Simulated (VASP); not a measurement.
Input of a VASP 6.6.1 run:

INCAR

```
SYSTEM = Be
PREC = Accurate ; ENCUT = 520
EDIFF = 1E-6 ; ISMEAR = -1
SIGMA = 0.1 ; LREAL = .False.
LASPH = .True. ; NELM = 60
ALGO = Normal ; ISIF = 2
LWAVE = .False. ; LCHARG = .False.
GGA = RP ; NBANDS = 7
```

KPOINTS

```
Automatic mesh
0
Gamma
  20 20 20
  0 0 0
```

File POSCAR:

```
Be
1.0
   -1.2783798249      1.2783798249      1.2783798249
    1.2783798249     -1.2783798249      1.2783798249
    1.2783798249      1.2783798249     -1.2783798249
Be
1
Direct
    0.0000000000      0.0000000000      0.0000000000
```

Potentials or basis: VASP PAW PBE potentials, release 64 (Be).

Launch:

```bash
$ cat potpaw_PBE.64/Be/POTCAR > POTCAR
$ mpirun -np 1 vasp_std > vasp.out
```

(1) What does it give for the band gap on the k mesh?

(2) What does it give for the pressure?

Answers

(1) zero (band 1 reaches 11.35 eV, above the bottom of band 2 at 6.30 eV).

(2) -4.4 GPa.

Caveat: the PAW data sets were made with another functional, which shifts forces and pressure a little.
